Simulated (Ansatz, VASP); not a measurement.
One calculation of La2LuAs3, two programs

```
CELL_PARAMETERS angstrom
-2.14329 2.14329 9.03091
2.14329 -2.14329 9.03091
2.14329 2.14329 -9.03091
ATOMIC_POSITIONS crystal
La 0.83528 0.83528 0.00000
La 0.16472 0.16472 0.00000
As 0.66064 0.66064 0.00000
As 0.00000 0.00000 0.00000
As 0.33936 0.33936 0.00000
Lu 0.50000 0.50000 0.00000
```

Alike in both runs: task single point; functional PBE; k mesh 8 × 8 × 8; occupations fermi-dirac, width 0.02 eV; no spin polarisation.

|  | VASP | Ansatz |
| --- | --- | --- |
| version | VASP 6.6.1 | Ansatz 0.2.0 |
| potentials or method | VASP PAW PBE potentials, release 64 (La, As, Lu) | plane waves, PAW |
| plane-wave cutoff (eV) | 520 | 420 |
| valence electrons in the cell | 62 | 92 |

```tsv
	VASP	Ansatz	Ansatz less VASP
pressure (GPa)	0.1	0.1	-0.05
rms of the force components (eV/Å)	0.023	0.018	-0.0053
```

VASP's potentials hold 62 valence electrons a cell and Ansatz's 92, so a difference there can come from the potentials and not from the codes.

Neither program's run includes spin-orbit coupling.
